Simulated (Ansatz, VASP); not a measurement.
**KF in VASP and in Ansatz**

The input INCAR:

```
SYSTEM = KF
ALGO = Normal ; EDIFF = 1E-6
ENCUT = 520 ; GGA = PE
ISIF = 2 ; ISMEAR = 0
LASPH = .TRUE. ; LCHARG = .FALSE.
LREAL = .FALSE. ; LWAVE = .FALSE.
NBANDS = 15 ; NELM = 60
PREC = Accurate ; SIGMA = 0.02
```

Contents of KPOINTS:

```
k-points
0
G
  8 8 8
  0 0 0
```

Contents of POSCAR:

```
KF
1.0
    0.0000000000      2.6826626144      2.6826626144
    2.6826626144      0.0000000000      2.6826626144
    2.6826626144      2.6826626144      0.0000000000
K F
1 1
Direct
    0.0000000000      0.0000000000      0.0000000000
    0.5000000000      0.5000000000      0.5000000000
```

Input for Ansatz:

```yaml
crystal:
  lattice:
    - [0.0, 2.6826626144, 2.6826626144]
    - [2.6826626144, 0.0, 2.6826626144]
    - [2.6826626144, 2.6826626144, 0.0]
  atoms:
    - { symbol: K, position: [0.0, 0.0, 0.0] }
    - { symbol: F, position: [0.5, 0.5, 0.5] }
basis:
  ecutwfc: 420
kpoints:
  mp_grid: { grid: [8, 8, 8] }
hamiltonian:
  xc: pbe
scf:
  occupations: { method: gaussian, width: 0.02 }
output:
  forces: true
  stress: true
  eigenvalues: true
```

Alike in both runs: task single point; functional PBE; k mesh 8 × 8 × 8; occupations gaussian, width 0.02 eV; no spin polarisation.

```csv
,VASP,Ansatz
version,VASP 6.6.1,Ansatz 0.2.0
potentials or method,"VASP PAW PBE potentials, release 64 (K_sv, F), cutoff 520 eV","scalar-relativistic, plane waves, PAW"
valence electrons in the cell,16,16
```

```tsv
	VASP	Ansatz	Ansatz less VASP
gap on the k mesh at the Fermi level (eV)	6.10	6.12	+0.016
least direct gap on the mesh (eV)	6.10	6.12	+0.016
pressure (GPa)	1.0	1.0	-0.03
```
